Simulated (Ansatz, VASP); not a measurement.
## One calculation of SrTiO3, two programs

INCAR

```
SYSTEM = SrTiO3
ALGO     = Normal         ! electronic algorithm
EDIFF    = 1E-8           ! SCF threshold, eV
ENCUT    = 520            ! plane-wave cutoff, eV
GGA      = PE             ! functional
ISIF     = 2              ! what is computed and relaxed
ISMEAR   = -1             ! smearing method
LASPH    = .TRUE.         ! aspherical terms in the spheres
LCHARG   = .FALSE.        ! write CHGCAR
LEFG     = .TRUE.       
LREAL    = .FALSE.        ! projectors in reciprocal space
LWAVE    = .FALSE.        ! write WAVECAR
NBANDS   = 28             ! bands
NELM     = 100            ! most SCF steps
PREC     = Accurate       ! precision mode
SIGMA    = 0.05           ! smearing width, eV
```

The input KPOINTS:

```
k-points
0
G
  7 7 7
  0 0 0
```

The input POSCAR:

```
SrTiO3
1.0
    3.9050000000     -0.0195250000     -0.0195250000
   -0.0195250000      3.9050000000     -0.0195250000
   -0.0195250000     -0.0195250000      3.9050000000
Sr Ti O
1 1 3
Direct
    0.0000000000      0.0000000000      0.0000000000
    0.5000000000      0.5000000000      0.5000000000
    0.0000000000      0.5000000000      0.5000000000
    0.5000000000      0.0000000000      0.5000000000
    0.5000000000      0.5000000000      0.0000000000
```

Input for Ansatz:

```yaml
crystal:
  lattice:
    - [3.905, -0.019525, -0.019525]
    - [-0.019525, 3.905, -0.019525]
    - [-0.019525, -0.019525, 3.905]
  atoms:
    - { symbol: Sr, position: [0.0, 0.0, 0.0] }
    - { symbol: Ti, position: [0.5, 0.5, 0.5] }
    - { symbol: O, position: [0.0, 0.5, 0.5] }
    - { symbol: O, position: [0.5, 0.0, 0.5] }
    - { symbol: O, position: [0.5, 0.5, 0.0] }
kpoints:
  mp_grid: { grid: [7, 7, 7] }
scf:
  occupations: { method: fermi_dirac, width: 0.05 }
hamiltonian:
  xc: pbe
  pseudopotentials: { kind: paw }
output:
  forces: true
  stress: true
  eigenvalues: true
  efg: { contact_densities: true }
```

Change from the starting cell: equal xy, yz and zx shear strains of -1 %, PAW files.

Alike in both runs: task electric field gradients; functional PBE; k mesh 7 × 7 × 7; occupations fermi-dirac, width 0.05 eV; no spin polarisation.

```csv
,VASP,Ansatz
version,VASP 6.6.1,Ansatz 0.2.0
potentials or method,"VASP PAW PBE potentials, release 64 (Sr_sv, Ti_sv, O)","PAW with Ansatz's default frozen-core files, scalar-relativistic"
plane-wave cutoff (eV),520,420
valence electrons in the cell,40,40
```

|  | VASP | Ansatz | Ansatz less VASP |
| --- | --- | --- | --- |
| gap on the k mesh at the Fermi level (eV) | 1.87 | 1.91 | +0.031 |
| pressure (GPa) | 5.0 | 4.3 | -0.66 |
| traceless stress, the component that is largest in VASP (GPa) | 1.15 | 1.15 | -0.004 |
| size of Vzz on the site where it differs most (V/Å²) | 11.7 | 13.2 | +1.50 |

The functional is the same, so the differences come from potentials, cutoffs and numerics.
